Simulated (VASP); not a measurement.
# Ir (R-3m) in VASP: single point with PBE

Aim: the single point of Ir with PBE.

Everything below comes from runs of VASP 6.6.1. Logs are shortened: lines on timing, memory, paths and dates and some standing lists are left out, and cuts for length are marked.

## (1) The cell of the first run

The structure is trigonal, space group R-3m (No. 166). Conventional cell: a = 2.715 Å, b = 2.715 Å, c = 13.300 Å, α = 90.00°, β = 90.00°, γ = 120.00°. Within 3.5 Å of Ir (site symmetry 3m) lie 12 Ir at 2.67 to 2.76 Å.

## (2) Single point, PBE (atoms displaced along a vibrational mode)

Input file INCAR:

```
SYSTEM = Ir
PREC     = Accurate       ! precision mode
ENCUT    = 520            ! plane-wave cutoff, eV
EDIFF    = 1E-6           ! SCF threshold, eV
ISMEAR   = 0              ! smearing method
SIGMA    = 0.15           ! smearing width, eV
LREAL    = .False.        ! projectors in reciprocal space
LASPH    = .True.         ! aspherical terms in the spheres
NELM     = 60             ! most SCF steps
ALGO     = Fast           ! electronic algorithm
ISIF     = 2              ! what is computed and relaxed
LWAVE    = .False.        ! write WAVECAR
LCHARG   = .False.        ! write CHGCAR
GGA      = PE             ! functional
ISYM     = 0            
NBANDS   = 16             ! bands
KPAR     = 4
```

Input file KPOINTS:

```
regular mesh
0
Gamma
  24 24 20
  0 0 0
```

Input file POSCAR:

```
Ir
1.0
    0.0000000000     -1.9197000000     -1.9197000000
   -1.9197000000      0.0000000000     -1.9197000000
    1.9197000000      1.9197000000     -3.8394000000
Ir
2
Direct
    0.5022542329      0.5022542329      0.4932331194
   -0.0022542329     -0.0022542329      0.0067668806
```

Potentials or basis: VASP PAW PBE potentials, release 64 (Ir).

On the command line:

```sh
cat potpaw_PBE.64/Ir/POTCAR > POTCAR
mpirun -np 4 vasp_std > vasp.out
```

OUTCAR:

```text
SYSTEM = Ir
   PREC = Accurate
   ENCUT = 520
   EDIFF = 1E-6
   ISMEAR = 0
   LREAL = .False.
   LASPH = .True.
   NELM = 60
   ISIF = 2
   GGA = PE
   ISYM = 0

 ion  position               nearest neighbor table
   1  0.502  0.502  0.493-   2 2.67   2 2.67   2 2.67   2 2.76   2 2.76   2 2.76
   2  0.998  0.998  0.007-   1 2.67   1 2.67   1 2.67   1 2.76   1 2.76   1 2.76

IMPORTANT INFORMATION: All symmetrisations will be switched off!
NOSYMM: (Re-)initialisation of all symmetry stuff for point group C_1.

----------------------------------------------------------------------------------------

                                     Primitive cell

  volume of cell :      28.2983

  direct lattice vectors                    reciprocal lattice vectors
     0.000000000 -1.919700000 -1.919700000     0.130228682 -0.390686045 -0.130228682
    -1.919700000  0.000000000 -1.919700000    -0.390686045  0.130228682 -0.130228682
     1.919700000  1.919700000 -3.839400000     0.130228682  0.130228682 -0.130228682

  length of vectors
     2.714865776  2.714865776  4.702285459     0.431919674  0.431919674  0.225562693

  position of ions in fractional coordinates (direct lattice)
     0.502254233  0.502254233  0.493233119
     0.997745767  0.997745767  0.006766881

  ion indices of the primitive-cell ions
   primitive index   ion index
                 1           1
                 2           2

----------------------------------------------------------------------------------------

 KPOINTS: regular mesh

Automatic generation of k-mesh.
 Grid dimensions read from file:
 generate k-points for:   24   24   20

 Generating k-lattice:

  Cartesian coordinates                     Fractional coordinates (reciprocal lattice)
     0.005426195 -0.016278585 -0.005426195     0.041666667  0.000000000 -0.000000000
    -0.016278585  0.005426195 -0.005426195     0.000000000  0.041666667 -0.000000000
     0.006511434  0.006511434 -0.006511434     0.000000000  0.000000000  0.050000000

  Length of vectors
     0.017996653  0.017996653  0.011278135

  Shift w.r.t. Gamma in fractional coordinates (k-lattice)
     0.000000000  0.000000000  0.000000000

 -----------------------------------------------------------------------------
|                                                                             |
|           W    W    AA    RRRRR   N    N  II  N    N   GGGG   !!!           |
|           W    W   A  A   R    R  NN   N  II  NN   N  G    G  !!!           |
|           W    W  A    A  R    R  N N  N  II  N N  N  G       !!!           |
|           W WW W  AAAAAA  RRRRR   N  N N  II  N  N N  G  GGG   !            |
|           WW  WW  A    A  R   R   N   NN  II  N   NN  G    G                |
|           W    W  A    A  R    R  N    N  II  N    N   GGGG   !!!           |
|                                                                             |
|     Your reciprocal lattice and k-lattice belong to different lattice       |
|     classes:                                                                |
|                                                                             |
|        The reciprocal lattice is rhombohedral (trigonal),                   |
|        whereas your k-lattice is base-centered monoclinic.                  |
|                                                                             |
|     Results are often still useful ...                                      |
|                                                                             |
 -----------------------------------------------------------------------------

 WARNING: IBZKPT: internal override: KBLOWUP is changed to .FALSE.
      ... skipping the blow-up phase ...

 Subroutine IBZKPT returns following result:
 ===========================================

 Found   5764 irreducible k-points:

 Following reciprocal coordinates:
            Coordinates               Weight
  0.000000  0.000000  0.000000      1.000000
  0.041667  0.000000  0.000000      2.000000
  0.083333  0.000000  0.000000      2.000000
  0.125000  0.000000 -0.000000      2.000000
  0.166667  0.000000  0.000000      2.000000
  0.208333  0.000000  0.000000      2.000000
[... 16 lines left out ...]
  0.375000  0.041667 -0.000000      2.000000
  0.416667  0.041667 -0.000000      2.000000
 [... further k-points ...]
   k-points           NKPTS =   5764   k-points in BZ     NKDIM =   5764   number of bands    NBANDS=     16
   number of dos      NEDOS =    301   number of ions     NIONS =      2
   total plane-waves  NPLWV =  14400
   dimension x,y,z NGX =    20 NGY =   20 NGZ =   36
   dimension x,y,z NGXF=    40 NGYF=   40 NGZF=   72
   ions per type =               2
   NGX,Y,Z   is equivalent  to a cutoff of  12.25, 12.25, 12.73 a.u.
   NGXF,Y,Z  is equivalent  to a cutoff of  24.49, 24.49, 25.46 a.u.
 SYSTEM =  Ir
   PREC   = accura    normal or accurate (medium, high low for compatibility)
   ISTART =      0    job   : 0-new  1-cont  2-samecut
   ICHARG =      2    charge: 1-file 2-atom 10-const
   ISPIN  =      1    spin polarized calculation?
   LNONCOLLINEAR =      F non collinear calculations
   LSORBIT =      F    spin-orbit coupling
   LASPH  =      T    aspherical Exc in radial PAW
   ENCUT  =  520.0 eV  38.22 Ry    6.18 a.u.   5.05  5.05  8.74*2*pi/ulx,y,z
   NELM   =     60;   NELMIN=  2; NELMDL= -5     # of ELM steps
   EDIFF  = 0.1E-05   stopping-criterion for ELM
   LREAL  =      F    real-space projection
   EDIFFG = 0.1E-04   stopping-criterion for IOM
   NSW    =      0    number of steps for IOM
   IBRION =     -1    ionic relax: 0-MD 1-quasi-New 2-CG
   NFREE  =      0    steps in history (QN), initial steepest desc. (CG)
   ISIF   =      2    stress and relaxation
   ISYM   =      0    0-nonsym 1-usesym 2-fastsym
   POTIM  = 0.5000    time-step for ionic-motion
   TEBEG  =    0.0;   TEEND  =   0.0 temperature during run
   PSTRESS=    0.0 pullay stress
   NELECT =      18.0000    total number of electrons
   NUPDOWN=      -1.0000    fix difference up-down
   EMIN   =  10.00;   EMAX   =-10.00  energy-range for DOS
   EFERMI =   0.00;   METHOD = LEGACY
   ISMEAR =     0;   SIGMA  =   0.15  broadening in eV -4-tet -1-fermi 0-gaus
   EFERMI_NEDOS =   21; number of points for ismear=-14 and -15
   IALGO  =     68    algorithm
   IMIX   =      4    mixing-type and parameters
     AMIX     =   0.40;   BMIX     =  1.00
     AMIX_MAG =   1.60;   BMIX_MAG =  1.00
  volume/ion in A,a.u.               =      14.15        95.48
  Fermi-wavevector in a.u.,A,eV,Ry     =   1.407923  2.660589 26.970118  1.982248
  Thomas-Fermi vector in A             =   2.530133
   LORBIT       =      0    0 simple, 1 ext, 2 COOP (PROOUT), +10 PAW based schemes
   GGA     = PE    functional components
   LHFCALC =     F    Hartree Fock is set to
   AEXX    =    0.0000 exact exchange contribution
   IVDW    =     0    specifies the selected vdW correction
   LEPSILON=     F    determine dielectric tensor
   LRPA    =     F    only Hartree local field effects (RPA)
 non-spin polarized calculation
 RMM-DIIS sequential band-by-band and
 Gauss-broadening in eV      SIGMA  =   0.15
  energy-cutoff  :      520.00
  volume of cell :       28.30
 maximum number of plane-waves:       780
   NGX = 11   NGY = 11   NGZ = 17

 number of electron      18.0000002 magnetization

 Free energy of the ion-electron system (eV)
  ---------------------------------------------------
  ext. energy  EPLUGINS =         0.00000000
  ---------------------------------------------------
  free energy    TOTEN  =       -17.66089556 eV

  energy without entropy =      -17.64036568  energy(sigma->0) =      -17.65063062

 E-fermi :  10.4041     XC(G=0): -13.9850

 val. band max:       10.4033794130   @ k =   0.3750   0.3750   0.1000
 cond. band min:      10.4044350305   @ k =  -0.3333   0.1667   0.2500
 fundamental gap:      0.0010556175
 Fermi energy:        10.4041253930

 k-point     1 :       0.0000    0.0000    0.0000
  band No.  band energies     occupation
      1      -0.7161      2.00000
      2       2.2933      2.00000
      3       6.4006      2.00000
      4       6.4006      2.00000
      5       6.5019      2.00000
      6       6.5020      2.00000
[... 8 lines left out ...]
     15      24.7809      0.00000
     16      30.2697      0.00000

 k-point     2 :       0.0417    0.0000    0.0000
  band No.  band energies     occupation
      1      -0.6448      2.00000
      2       2.3586      2.00000
      3       6.3365      2.00000
      4       6.4546      2.00000
      5       6.4550      2.00000
      6       6.5394      2.00000
[... 8 lines left out ...]
     15      24.9017      0.00000
     16      30.0113      0.00000

 k-point     3 :       0.0833    0.0000    0.0000
  band No.  band energies     occupation
      1      -0.4338      2.00000
      2       2.5498      2.00000
      3       6.1640      2.00000
      4       6.3177      2.00000
      5       6.6128      2.00000
      6       6.6498      2.00000
[... 8 lines left out ...]
     15      25.2534      0.00000
     16      29.2062      0.00000

 k-point     4 :       0.1250    0.0000   -0.0000
  band No.  band energies     occupation
      1      -0.0921      2.00000
      2       2.8521      2.00000
      3       5.9150      2.00000
      4       6.1096      2.00000
      5       6.8096      2.00000
      6       6.8348      2.00000
[... 8 lines left out ...]
     15      25.8044      0.00000
     16      28.3433      0.00000
[... 324 lines left out ...]
 k-point    22 :       0.3333    0.0417    0.0000
  band No.  band energies     occupation
      1       2.4855      2.00000
      2       4.1030      2.00000
      3       4.9302      2.00000
      4       5.2015      2.00000
      5       6.2675      2.00000
      6       6.6956      2.00000
[... 8 lines left out ...]
     15      24.9003      0.00000
     16      28.0986      0.00000

 k-point    23 :       0.3750    0.0417   -0.0000
  band No.  band energies     occupation
      1       2.9592      2.00000
      2       3.9805      2.00000
      3       4.8072      2.00000
      4       5.1114      2.00000
      5       6.4470      2.00000
      6       6.4933      2.00000
[... 8 lines left out ...]
     15      23.7218      0.00000
     16      27.7236      0.00000

 k-point    24 :       0.4167    0.0417   -0.0000
  band No.  band energies     occupation
      1       3.2622      2.00000
      2       3.8430      2.00000
      3       4.7361      2.00000
      4       5.0344      2.00000
      5       6.3669      2.00000
      6       6.6757      2.00000
[... 8 lines left out ...]
     15      23.0371      0.00000
     16      27.2742      0.00000

 [... further k-points ...]
[... 5 lines left out ...]
  --------------------------------------------------------------------------------------
  -------------------------------------------------------------------------------------
  Total        1.8399582      1.8399557      1.8397512      0.0449514     -0.0439419     -0.0439414
  in kB      104.1737884    104.1736468    104.1620702      2.5450333     -2.4878790     -2.4878532
  external PRESSURE =     104.1698351 kB  Pullay stress =       0.0000000 kB

 VOLUME and BASIS-vectors are now :
 -----------------------------------------------------------------------------
  energy-cutoff  :      520.00
  volume of cell :       28.30
      direct lattice vectors                 reciprocal lattice vectors
     0.000000000 -1.919700000 -1.919700000     0.130228682 -0.390686045 -0.130228682
    -1.919700000  0.000000000 -1.919700000    -0.390686045  0.130228682 -0.130228682
     1.919700000  1.919700000 -3.839400000     0.130228682  0.130228682 -0.130228682

 POSITION                                       TOTAL-FORCE (eV/Angst)
 -----------------------------------------------------------------------------------
     -0.01732     -0.01732     -3.82207         0.523408      0.523407     -0.523564
     -1.90238     -1.90238     -3.85673        -0.523408     -0.523407      0.523564
 -----------------------------------------------------------------------------------
    total drift:                                0.000003      0.000003     -0.000001

  FREE ENERGIE OF THE ION-ELECTRON SYSTEM (eV)
  ---------------------------------------------------
  free  energy   TOTEN  =       -17.6608955556 eV

  energy  without entropy=      -17.6403656841  energy(sigma->0) =      -17.65063062
```

It took 17 min on 4 MPI ranks of Oxide Virtual Turin-like, shared host; peak memory 2 GiB.

What came out:

| Property | Result |
| --- | --- |
| Free energy | -17.6609 eV |
| Pressure | 10.4 GPa |
| Largest force | 0.907 eV/Å |
| Band gap on the k mesh | zero (bands 9 and 10 overlap by 2.84 eV) |

Forces on the atoms (eV/Å):
```
Ir   0.523  0.523 -0.524
Ir  -0.523 -0.523  0.524
```

Stress tensor (GPa, compression positive):
```
10.42  0.25 -0.25
 0.25 10.42 -0.25
-0.25 -0.25 10.42
```

Caveat: the cell differs from its parent crystal (atoms displaced along a vibrational mode); the cell stands under pressure; spin-orbit coupling is left out, which moves the levels of the heavy elements.
